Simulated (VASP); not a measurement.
# TiO2 in VASP: single point with PBE

Aim: the single point of TiO2 with PBE.

All numbers are computed with VASP 6.6.1; they aren't measurements. Logs are shortened: lines on timing, memory, paths and dates and some standing lists are left out, and cuts for length are marked.

## 1. The cell of the first run

The typed cell holds 9 atoms: a = 2.963 Å, b = 4.701 Å, c = 7.235 Å, α = 88.56°, β = 78.18°, γ = 90.00°.

## 2. Single point, PBE

The input, INCAR:

```
SYSTEM = TiO2
  ALGO = Normal
  EDIFF = 1E-6
  ENCUT = 520
  GGA = PE
  ISIF = 2
  ISMEAR = -1
  LASPH = .True.
  LCHARG = .True.
  LELF = .True.
  LREAL = .False.
  LVHAR = .True.
  LWAVE = .False.
  NBANDS = 46
  NELM = 100
  PREC = Accurate
  SIGMA = 0.02
```

The input, KPOINTS:

```
k-points
0
Gamma
  8 6 8
  0 0 0
```

The input, POSCAR:

```
TiO2
1.0
    2.9632746233     -0.0000556455      0.0001229771
    0.0001182932      4.7012864697     -0.0199884737
    1.4813649184      0.2122184430      7.0788535386
Ti O
3 6
Direct
    0.6618425541      0.5160624059      0.6842812252
    0.3453993625      0.4846902281      0.3171265785
    0.0038671946      0.0003764196      0.0007034658
    0.5668723680      0.8122383895      0.8742294410
    0.2281161418      0.7010902914      0.5517097099
    0.9053981084      0.6961372126      0.1971442163
    0.1018426030      0.3046157323      0.8042634222
    0.7791181951      0.2996623208      0.4496976387
    0.4403944626      0.1885140099      0.1271772925
```

Potentials or basis: VASP PAW PBE potentials, release 64 (Ti_sv, O).

On the command line:

```sh
$ cat potpaw_PBE.64/Ti_sv/POTCAR potpaw_PBE.64/O/POTCAR > POTCAR
$ mpirun -np 1 vasp_std > vasp.out
```

OUTCAR:

```text
SYSTEM = TiO2
   EDIFF = 1E-6
   ENCUT = 520
   GGA = PE
   ISIF = 2
   ISMEAR = -1
   LASPH = .True.
   LREAL = .False.
   NELM = 100
   PREC = Accurate

 ion  position               nearest neighbor table
   1  0.662  0.516  0.684-   5 1.95   5 1.95   4 1.96   7 1.97   7 1.97   8 1.97
   2  0.345  0.485  0.317-   8 1.95   8 1.95   9 1.96   6 1.97   6 1.97   5 1.97
   3  0.004  0.000  0.001-   4 1.95   9 1.95   9 1.96   4 1.96   7 1.97   6 1.97
   4  0.567  0.812  0.874-   3 1.95   3 1.96   1 1.96
   5  0.228  0.701  0.552-   1 1.95   1 1.95   2 1.97
   6  0.905  0.696  0.197-   2 1.97   2 1.97   3 1.97
   7  0.102  0.305  0.804-   1 1.97   1 1.97   3 1.97
   8  0.779  0.300  0.450-   2 1.95   2 1.95   1 1.97
   9  0.440  0.189  0.127-   3 1.95   3 1.96   2 1.96

  LATTYP: Found a base centered monoclinic cell.
 ALAT       =    14.1639465460
 B/A-ratio  =     0.2092124971
 C/A-ratio  =     0.3319222470
 COS(beta)  =    -0.0257199066

  Lattice vectors:

 A1 = (   1.4819097049,  -0.2122740885,  -7.0787305615)
 A2 = (  -1.4813649184,  -0.2122184430,  -7.0788535386)
 A3 = (   0.0001182932,   4.7012864697,  -0.0199884737)

Analysis of symmetry for initial positions (statically):
=====================================================================
 Subroutine PRICEL returns:
 Original cell was already a primitive cell.

 Routine SETGRP: Setting up the symmetry group for a
 base centered monoclinic supercell.

 Subroutine GETGRP returns: Found  1 space group operations
 (whereof  1 operations were pure point group operations)
 out of a pool of  4 trial point group operations.

The static configuration has the point symmetry C_1 .

Analysis of symmetry for dynamics (positions and initial velocities):
=====================================================================
 Subroutine PRICEL returns:
 Original cell was already a primitive cell.

 Routine SETGRP: Setting up the symmetry group for a
 base centered monoclinic supercell.

 Subroutine GETGRP returns: Found  1 space group operations
 (whereof  1 operations were pure point group operations)
 out of a pool of  4 trial point group operations.

The dynamic configuration has the point symmetry C_1 .

 Subroutine INISYM returns: Found  1 space group operations
 (whereof  1 operations are pure point group operations),
 and found     1 'primitive' translations

----------------------------------------------------------------------------------------

                                     Primitive cell

  volume of cell :      98.6287

  direct lattice vectors                    reciprocal lattice vectors
     2.963274623 -0.000055646  0.000122977     0.337467428 -0.000308709 -0.070611278
     0.000118293  4.701286470 -0.019988474     0.000004258  0.212680623 -0.006376888
     1.481364918  0.212218443  7.078853539    -0.000005851  0.000600549  0.141249033

  length of vectors
     2.963274626  4.701328964  7.235305530     0.344775743  0.212776202  0.141250310

  position of ions in fractional coordinates (direct lattice)
     0.661842554  0.516062406  0.684281225
     0.345399362  0.484690228  0.317126579
     0.003867195  0.000376420  0.000703466
     0.566872368  0.812238390  0.874229441
     0.228116142  0.701090291  0.551709710
     0.905398108  0.696137213  0.197144216
     0.101842603  0.304615732  0.804263422
     0.779118195  0.299662321  0.449697639
     0.440394463  0.188514010  0.127177293

  ion indices of the primitive-cell ions
   primitive index   ion index
                 1           1
                 2           2
                 3           3
                 4           4
                 5           5
                 6           6
                 7           7
                 8           8
                 9           9

----------------------------------------------------------------------------------------

 KPOINTS: k-points

Automatic generation of k-mesh.
 Grid dimensions read from file:
 generate k-points for:    8    6    8

 Generating k-lattice:

  Cartesian coordinates                     Fractional coordinates (reciprocal lattice)
     0.042183429 -0.000038589 -0.008826410     0.125000000  0.000000000 -0.000000000
     0.000000710  0.035446770 -0.001062815     0.000000000  0.166666667 -0.000000000
    -0.000000731  0.000075069  0.017656129    -0.000000000  0.000000000  0.125000000

  Length of vectors
     0.043096968  0.035462700  0.017656289

  Shift w.r.t. Gamma in fractional coordinates (k-lattice)
     0.000000000  0.000000000  0.000000000

 Subroutine IBZKPT returns following result:
 ===========================================

 Found    196 irreducible k-points:

 Following reciprocal coordinates:
            Coordinates               Weight
  0.000000  0.000000  0.000000      1.000000
  0.125000 -0.000000 -0.000000      2.000000
  0.125000  0.000000  0.125000      2.000000
  0.250000 -0.000000 -0.000000      2.000000
  0.250000  0.000000  0.250000      2.000000
  0.375000 -0.000000  0.000000      2.000000
[... 16 lines left out ...]
 -0.125000  0.166667 -0.000000      2.000000
 -0.125000 -0.166667 -0.125000      2.000000
 [... further k-points ...]
   k-points           NKPTS =    196   k-points in BZ     NKDIM =    196   number of bands    NBANDS=     46
   number of dos      NEDOS =    301   number of ions     NIONS =      9
   total plane-waves  NPLWV =  46656
   dimension x,y,z NGX =    24 NGY =   36 NGZ =   54
   dimension x,y,z NGXF=    48 NGYF=   72 NGZF=  108
   ions per type =               3   6
   NGX,Y,Z   is equivalent  to a cutoff of  13.46, 12.73, 12.41 a.u.
   NGXF,Y,Z  is equivalent  to a cutoff of  26.93, 25.46, 24.82 a.u.
 SYSTEM =  TiO2
   PREC   = accura    normal or accurate (medium, high low for compatibility)
   ISTART =      0    job   : 0-new  1-cont  2-samecut
   ICHARG =      2    charge: 1-file 2-atom 10-const
   ISPIN  =      1    spin polarized calculation?
   LNONCOLLINEAR =      F non collinear calculations
   LSORBIT =      F    spin-orbit coupling
   LASPH  =      T    aspherical Exc in radial PAW
   ENCUT  =  520.0 eV  38.22 Ry    6.18 a.u.   5.51  8.74 13.45*2*pi/ulx,y,z
   NELM   =    100;   NELMIN=  2; NELMDL= -5     # of ELM steps
   EDIFF  = 0.1E-05   stopping-criterion for ELM
   LREAL  =      F    real-space projection
   EDIFFG = 0.1E-04   stopping-criterion for IOM
   NSW    =      0    number of steps for IOM
   IBRION =     -1    ionic relax: 0-MD 1-quasi-New 2-CG
   NFREE  =      0    steps in history (QN), initial steepest desc. (CG)
   ISIF   =      2    stress and relaxation
   ISYM   =      2    0-nonsym 1-usesym 2-fastsym
   POTIM  = 0.5000    time-step for ionic-motion
   TEBEG  =    0.0;   TEEND  =   0.0 temperature during run
   PSTRESS=    0.0 pullay stress
   NELECT =      72.0000    total number of electrons
   NUPDOWN=      -1.0000    fix difference up-down
   EMIN   =  10.00;   EMAX   =-10.00  energy-range for DOS
   EFERMI =   0.00;   METHOD = LEGACY
   ISMEAR =    -1;   SIGMA  =   0.02  broadening in eV -4-tet -1-fermi 0-gaus
   EFERMI_NEDOS =   21; number of points for ismear=-14 and -15
   IALGO  =     38    algorithm
   IMIX   =      4    mixing-type and parameters
     AMIX     =   0.40;   BMIX     =  1.00
     AMIX_MAG =   1.60;   BMIX_MAG =  1.00
  volume/ion in A,a.u.               =      10.96        73.95
  Fermi-wavevector in a.u.,A,eV,Ry     =   1.474069  2.785587 29.563838  2.172881
  Thomas-Fermi vector in A             =   2.588886
   LORBIT       =      0    0 simple, 1 ext, 2 COOP (PROOUT), +10 PAW based schemes
   GGA     = PE    functional components
   LHFCALC =     F    Hartree Fock is set to
   AEXX    =    0.0000 exact exchange contribution
   IVDW    =     0    specifies the selected vdW correction
   LEPSILON=     F    determine dielectric tensor
   LRPA    =     F    only Hartree local field effects (RPA)
 non-spin polarized calculation
  energy-cutoff  :      520.00
  volume of cell :       98.63
 maximum number of plane-waves:      2688
 NGX is ok and might be reduce to    24
   NGX = 11   NGY = 17   NGZ = 27

 number of electron      71.9999989 magnetization

 Free energy of the ion-electron system (eV)
  ---------------------------------------------------
  ext. energy  EPLUGINS =         0.00000000
  ---------------------------------------------------
  free energy    TOTEN  =       -80.26966484 eV

  energy without entropy =      -80.26966484  energy(sigma->0) =      -80.26966484

 E-fermi :   4.4906     XC(G=0): -11.0070

 val. band max:        3.9200014814   @ k =  -0.0000   0.0000   0.2500
 cond. band min:       6.1832656205   @ k =   0.0000   0.0000   0.0000
 fundamental gap:      2.2632641392
 Fermi energy:         4.4905827497

 k-point     1 :       0.0000    0.0000    0.0000
  band No.  band energies     occupation
      1     -52.7840      2.00000
      2     -52.6494      2.00000
      3     -52.6141      2.00000
      4     -29.0773      2.00000
      5     -29.0697      2.00000
      6     -28.9980      2.00000
[... 38 lines left out ...]
     45       8.5402      0.00000
     46       9.1196      0.00000

 k-point     2 :       0.1250   -0.0000   -0.0000
  band No.  band energies     occupation
      1     -52.7782      2.00000
      2     -52.6423      2.00000
      3     -52.6097      2.00000
      4     -29.0677      2.00000
      5     -29.0512      2.00000
      6     -28.9908      2.00000
[... 38 lines left out ...]
     45       8.4823      0.00000
     46       9.2309      0.00000

 k-point     3 :       0.1250    0.0000    0.1250
  band No.  band energies     occupation
      1     -52.7782      2.00000
      2     -52.6423      2.00000
      3     -52.6097      2.00000
      4     -29.0677      2.00000
      5     -29.0512      2.00000
      6     -28.9908      2.00000
[... 38 lines left out ...]
     45       8.4823      0.00000
     46       9.2309      0.00000

 k-point     4 :       0.2500   -0.0000   -0.0000
  band No.  band energies     occupation
      1     -52.7643      2.00000
      2     -52.6246      2.00000
      3     -52.5995      2.00000
      4     -29.1180      2.00000
      5     -29.0398      2.00000
      6     -29.0217      2.00000
[... 920 lines left out ...]
     45       8.1924      0.00000
     46       9.3900      0.00000

 k-point    23 :      -0.1250    0.1667   -0.0000
  band No.  band energies     occupation
      1     -52.7781      2.00000
      2     -52.6424      2.00000
      3     -52.6097      2.00000
      4     -29.0842      2.00000
      5     -29.0321      2.00000
      6     -28.9917      2.00000
[... 38 lines left out ...]
     45       8.4305      0.00000
     46       9.3753      0.00000

 k-point    24 :      -0.1250   -0.1667   -0.1250
  band No.  band energies     occupation
      1     -52.7781      2.00000
      2     -52.6424      2.00000
      3     -52.6097      2.00000
      4     -29.0842      2.00000
      5     -29.0321      2.00000
      6     -28.9917      2.00000
[... 38 lines left out ...]
     45       8.4305      0.00000
     46       9.3753      0.00000

 [... further k-points ...]

------------------------ aborting loop because EDIFF is reached ----------------------------------------

  FORCE on cell =-STRESS in cart. coord.  units (eV):
  Direction    XX          YY          ZZ          XY          YZ          ZX
  --------------------------------------------------------------------------------------
  -------------------------------------------------------------------------------------
  Total        3.4609268      3.3585272      3.4360292     -0.0005183     -0.0011471     -0.0001841
  in kB       56.2211679     54.5577327     55.8167172     -0.0084203     -0.0186346     -0.0029910
  external PRESSURE =      55.5318726 kB  Pullay stress =       0.0000000 kB

 VOLUME and BASIS-vectors are now :
 -----------------------------------------------------------------------------
  energy-cutoff  :      520.00
  volume of cell :       98.63
      direct lattice vectors                 reciprocal lattice vectors
     2.963274623 -0.000055646  0.000122977     0.337467428 -0.000308709 -0.070611278
     0.000118293  4.701286470 -0.019988474     0.000004258  0.212680623 -0.006376888
     1.481364918  0.212218443  7.078853539    -0.000005851  0.000600549  0.141249033

 POSITION                                       TOTAL-FORCE (eV/Angst)
 -----------------------------------------------------------------------------------
      2.97495      2.57134      4.83369         0.000085     -0.026221      0.026999
      1.49335      2.34595      2.23525         0.000163      0.026154     -0.027193
      0.01250      0.00192      0.00497        -0.000855     -0.000003      0.000222
      2.97495      4.00406      6.17238         0.000459     -0.037838     -0.064420
      1.49334      3.41310      3.89149        -0.000199      0.321461     -0.034311
      2.97507      3.31453      1.38175        -0.000112      0.069420     -0.030284
      1.49323      1.60276      5.68719        -0.000170     -0.069326      0.030389
      2.97494      1.50419      3.17745         0.000195     -0.321519      0.034274
      1.49343      0.91322      0.89656         0.000436      0.037872      0.064323
 -----------------------------------------------------------------------------------
    total drift:                                0.000728     -0.000118     -0.000081

  FREE ENERGIE OF THE ION-ELECTRON SYSTEM (eV)
  ---------------------------------------------------
  free  energy   TOTEN  =       -80.2696648424 eV

  energy  without entropy=      -80.2696648424  energy(sigma->0) =      -80.26966484
```

Wall time 27 min (1 thread of Oxide Virtual Turin-like, shared host); peak memory 0.64 GiB.

What came out:

```yaml
Free_energy: -80.2697 eV
Pressure: 5.6 GPa
Largest_force: 0.323 eV/Å
Band_gap_on_the_k_mesh: 2.26 eV (least direct gap 2.31 eV)
```

Forces in eV/Å, atoms in the order of the input:
```
Ti   0.000 -0.026  0.027
Ti   0.000  0.026 -0.027
Ti  -0.001  0.000  0.000
O    0.000 -0.038 -0.064
O    0.000  0.321 -0.034
O    0.000  0.069 -0.030
O    0.000 -0.069  0.030
O    0.000 -0.322  0.034
O    0.000  0.038  0.064
```

Stress tensor (GPa, compression positive):
```
5.62 0.00 0.00
0.00 5.46 0.00
0.00 0.00 5.58
```

Caveat: the cell stands under pressure. A k mesh can miss the band edges.
